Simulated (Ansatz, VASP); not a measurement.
# Two plane-wave programs on Ru

Contents of INCAR:

```
PREC = Accurate
ENCUT = 520
EDIFF = 1E-6
ISMEAR = 0
SIGMA = 0.15
LREAL = F
LASPH = T
NELM = 60
ALGO = Fast
ISIF = 2
LWAVE = F
LCHARG = T
LELF = T
LVHAR = T
NBANDS = 21
```

Contents of KPOINTS:

```
Automatic mesh
0
Gamma
  21 21 12
```

File POSCAR:

```
Ru
1.0
    2.7869733142      0.0000000000      0.0000000000
   -1.3934866571      2.4135896898      0.0000000000
    0.0000000000      0.0000000000      4.2819000000
Ru
2
Direct
    0.3333333333      0.6666666667      0.2500000000
    0.6666666667      0.3333333333      0.7500000000
```

Input for Ansatz:

```yaml
crystal:
  lattice:
    - [2.7869733142, 0.0, 0.0]
    - [-1.3934866571, 2.4135896898, 0.0]
    - [0.0, 0.0, 4.2819]
  atoms:
    - { symbol: Ru, position: [0.3333333333, 0.6666666667, 0.25] }
    - { symbol: Ru, position: [0.6666666667, 0.3333333333, 0.75] }
basis:
  ecutwfc: 420
kpoints:
  mp_grid: { grid: [21, 21, 12] }
hamiltonian:
  xc: lda
scf:
  occupations: { method: gaussian, width: 0.15 }
output:
  forces: true
  stress: true
  eigenvalues: true
```

Change from the starting cell: strain +0.030 along x and y, +0.000 along z, atoms carried along.

Alike in both runs: task single point; functional LDA; k mesh 21 × 21 × 12; occupations gaussian, width 0.15 eV; no spin polarisation.

|  | VASP | Ansatz |
| --- | --- | --- |
| version | VASP 6.6.1 | Ansatz 0.2.0 |
| potentials or method | VASP PAW LDA potentials, release 64 (Ru_pv), cutoff 520 eV | scalar-relativistic, plane waves, PAW |
| valence electrons in the cell | 28 | 32 |

Ansatz gave:

- gap on the k mesh at the Fermi level (eV): none
- pressure (GPa): -27.3
- traceless stress, the component that is largest in VASP (GPa): 5.13

Question: Estimate VASP's values.

Answer: gap on the k mesh at the Fermi level (eV): none; pressure (GPa): -26.7; traceless stress, the component that is largest in VASP (GPa): 5.20.

LDA's correlation is that of Perdew and Zunger in VASP and of Perdew and Wang (1992) in Ansatz. A gap of «none» marks a metal or a gap that the smearing closes. VASP's potentials hold 28 valence electrons a cell and Ansatz's 32, so a difference there can come from the potentials and not from the codes.
